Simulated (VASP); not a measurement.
Here is a VASP 6.6.1 calculation.

INCAR

```
  PREC = Accurate
  ENCUT = 600
  EDIFF = 1E-6
  ISMEAR = -1
  SIGMA = 0.05
  LREAL = F
  LASPH = T
  NELM = 80
  ALGO = Normal
  ISIF = 3
  LWAVE = F
  LCHARG = F
  GGA = RP
  IVDW = 13
  IBRION = 2
  NSW = 60
  EDIFFG = -0.01
```

The input KPOINTS:

```
regular mesh
0
Gamma
  9 9 9
```

Contents of POSCAR:

```
Pb
1.0
   -1.9796595667      1.9796595667      1.9796595667
    1.9796595667     -1.9796595667      1.9796595667
    1.9796595667      1.9796595667     -1.9796595667
Pb
1
Direct
    0.0000000000      0.0000000000      0.0000000000
```

Potentials or basis: VASP PAW PBE potentials, release 64 (Pb_d).

Run with:

```sh
$ cat potpaw_PBE.64/Pb_d/POTCAR > POTCAR
$ mpirun -np 1 vasp_std > vasp.out
```

**Question.** Estimate the band gap on the k mesh.

**Answer.** Zero (bands 7 and 8 overlap by 9.75 eV).

**Question.** Predict the relaxed volume.

**Answer.** 30.28 Å³/atom.

**Question.** What does it give for the relaxed cell?

**Answer.** a = 3.401 Å, b = 3.401 Å, c = 3.401 Å, α = 109.47°, β = 109.47°, γ = 109.47°.

The path:
| step | energy change (eV) | largest force (eV/Å) | pressure (GPa) | volume (Å³) |
| --- | --- | --- | --- | --- |
| 1 | 0.0000 | 0.0000 | -1.01 | 31.03 |
| 2 | -0.0024 | 0.0000 | 0.18 | 30.16 |
| 3 | -0.0024 | 0.0000 | 0.00 | 30.28 |

Caveat: the PAW data sets were made with another functional, which shifts forces and pressure a little; spin-orbit coupling is left out, which moves the levels of the heavy elements.
